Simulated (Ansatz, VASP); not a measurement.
Cd3Te2S in VASP and in Ansatz

```xyz
6
Lattice="7.5337 0.0000 0.0000 -3.7669 6.5244 0.0000 0.0000 0.0000 4.0034" Properties=species:S:1:pos:R:3 pbc="T T T"
Cd    3.7669    0.0000    2.0017
Cd   -1.8834    3.2622    2.0017
Cd    1.8834    3.2622    2.0017
Te    0.0000    4.3496    0.0000
Te    3.7669    2.1748    0.0000
S     0.0000    0.0000    0.0000
```

Change from the starting cell: species swapped into the NdAl2Pt3 type (P6/mmm, No. 191).

Alike in both runs: functional PBE; k mesh 6 × 6 × 10; occupations gaussian, width 0.1 eV; no spin polarisation.

Ansatz relaxed the structure, and its values are those at the end. VASP's run is a single point on that final structure, the one shown.

|  | VASP | Ansatz |
| --- | --- | --- |
| version | VASP 6.6.1 | Ansatz 0.2.0 |
| potentials or method | VASP PAW PBE potentials, release 64 (Cd, Te, S), cutoff 520 eV | scalar-relativistic, plane waves, PAW |
| valence electrons in the cell | 54 | 98 |

```tsv
	VASP	Ansatz	Ansatz less VASP
gap on the k mesh at the Fermi level (eV)	none	none	-
pressure (GPa)	0.1	0.0	-0.13
```

A gap of «none» marks a metal or a gap that the smearing closes. With one functional, cell and mesh, what is left measures potentials, basis and numerics. VASP's potentials hold 54 valence electrons a cell and Ansatz's 98, so a difference there can come from the potentials and not from the codes.

Neither program's run includes spin-orbit coupling.
